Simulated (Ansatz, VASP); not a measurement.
## Two plane-wave programs on Al3Cl

```xyz
4
Lattice="5.7103 0.0000 0.0000 -2.8551 4.9452 0.0000 0.0000 0.0000 2.9631" Properties=species:S:1:pos:R:3 pbc="T T T"
Al    2.8551    0.0000    0.0000
Al   -1.4276    2.4726    0.0000
Al    1.4276    2.4726    0.0000
Cl    0.0000    0.0000    1.4816
```

Alike in both runs: functional PBE; k mesh 12 × 12 × 16; occupations gaussian, width 0.1 eV; no spin polarisation.

Ansatz relaxed the structure, and its values are those at the end. VASP's run is a single point on that final structure, the one shown.

|  | VASP | Ansatz |
| --- | --- | --- |
| version | VASP 6.6.1 | Ansatz 0.2.0 |
| potentials or method | VASP PAW PBE potentials, release 64 (Al, Cl), cutoff 520 eV | scalar-relativistic, plane waves, PAW |
| valence electrons in the cell | 16 | 16 |

|  | VASP | Ansatz | Ansatz less VASP |
| --- | --- | --- | --- |
| gap on the k mesh at the Fermi level (eV) | none | none | - |
| pressure (GPa) | 0.0 | 0.0 | +0.02 |

A gap of «none» marks a metal or a gap that the smearing closes. The functional is the same, so the differences come from potentials, cutoffs and numerics.
